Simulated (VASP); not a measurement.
A run of VASP 6.6.1:

INCAR

```
SYSTEM = H12C3N4
  PREC = Accurate
  ENCUT = 910
  EDIFF = 1E-6
  ISMEAR = -1
  SIGMA = 0.02
  LREAL = Auto
  LASPH = .True.
  NELM = 120
  ALGO = Normal
  ISIF = 2
  LWAVE = .False.
  LCHARG = .False.
  GGA = PE
  NBANDS = 69
  GGA_COMPAT = .False.
```

File KPOINTS:

```
Automatic mesh
0
Gamma
  1 1 1
  0 0 0
```

The input POSCAR:

```
H12C3N4
1.0
    8.4004530000      0.0000000000      0.0000000000
    0.0000000000      8.4004530000      0.0000000000
    0.0000000000      0.0000000000      8.4004530000
C N H
6 8 24
Direct
    0.8695245364      0.3445647514     -0.0283556137
    0.7807674181      0.3542547051      0.1179341162
    0.4000260462      0.7334366373      0.2670451224
    0.2930080080      0.6171810020      0.1895016852
    0.9822089356      0.7458883467      0.5579818136
    1.1313913666      0.6875581591      0.6186809211
    0.7032120768      0.3341724547      0.2309994473
    0.2324636540      0.5127699661      0.1231957372
    1.2295170272      0.6508577573      0.7069261622
    0.4654987058      1.0263613165      0.7761367155
    0.2507721905      0.1554916146      0.1480396355
   -0.0038450307      0.9386160484     -0.0295698339
    0.5850041658      0.4889379180      0.6270257092
    0.0601039015      0.1927991264      0.5825638213
    0.9996722796      0.3701109928      0.0080709933
    0.8646914637      0.2239403042     -0.0770910807
    0.8344549990      0.4390001349     -0.1177198420
    0.4876879854      0.6736541470      0.3420291739
    0.4572253425      0.8106467592      0.1875017931
    0.3274466270      0.8088492371      0.3554332129
    0.9157839464      0.6499411401      0.5066869608
    0.9214979240      0.8150869959      0.6573931192
    1.0086360819      0.8391809346      0.4635107178
    0.4753434130      1.1186658624      0.6977718940
    0.3567783785      1.0568001511      0.8377881526
    0.4171322666      0.9402350088      0.6999741562
    0.3597306002      0.1390639291      0.1859066410
    0.2316303656      0.2760327330      0.1297191949
    0.2096910726      0.1498133494      0.2620692003
    0.0833764560      0.9507939631      0.0551755959
   -0.0979232906      0.9656741131      0.0430929142
   -0.0232844586      0.8222294679     -0.0381884167
    0.6048126214      0.5333164771      0.5153531601
    0.5854684265      0.3650636460      0.6201689361
    0.4655939388      0.5001277907      0.6449176015
   -0.0623299720      0.1921086875      0.5648742990
    0.0824003182      0.1442541253      0.6917126969
    0.1087322315      0.3057216081      0.5847065628
```

Potentials or basis: VASP PAW PBE potentials, release 64 (C_h, N_h, H_h).

Launch:

```sh
$ cat potpaw_PBE.64/C_h/POTCAR potpaw_PBE.64/N_h/POTCAR potpaw_PBE.64/H_h/POTCAR > POTCAR
$ mpirun -np 1 vasp_gam > vasp.out
```

Hardware: 1 thread of AMD EPYC 7R43 64-Core Processor (Zen 3), with other jobs on the host.

Question: Estimate the wall time of this run.

Answer: It took 4.6 min on 1 thread of AMD EPYC 7R43 64-Core Processor (Zen 3), with other jobs on the host, peak memory 1 GiB. Counts: scf iterations 18, k points 1.
